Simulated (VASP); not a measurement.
Ir, 1 atom in the cell. It takes space group Fm-3m (No. 225, cubic). Conventional cell: a = 4.039 Å, b = 4.039 Å, c = 4.039 Å, α = 90.00°, β = 90.00°, γ = 90.00°. Ir (site symmetry m-3m) has 12 Ir at 2.86 Å within 3.8 Å.  This cell differs from its parent crystal: volume scaled by 1.08.

- Program: VASP 6.6.1
- Task: single point
- Functional: BLYP
- Potentials or basis: VASP PAW PBE potentials, release 64 (Ir_sv_GW)
- Cutoff: 500 eV
- k mesh: 22 × 22 × 22
- Occupations: fermi-dirac, width 0.05 eV
- Spin: collinear spin, ferromagnetic start
- Starting moments: [1.0] μB
- Dipole correction: no
- Second run: valence_matched
- Further INCAR settings: ALGO = Normal; EDIFF = 1e-06; NBANDS = 18

Potentials or basis: VASP PAW PBE potentials, release 64 (Ir_sv_GW).

Command:

```console
$ cat potpaw_PBE.64/Ir_sv_GW/POTCAR > POTCAR
$ mpirun -np 1 vasp_std > vasp.out
```

Hardware: 1 thread of AMD EPYC 9R45 96-Core Processor (Zen 5) (shared host).

Task: How long does it take, and how much memory?

Result: It took 2.2 min on 1 thread of AMD EPYC 9R45 96-Core Processor (Zen 5) (shared host), peak memory 0.24 GiB. Counts: scf iterations 14, k points 328.
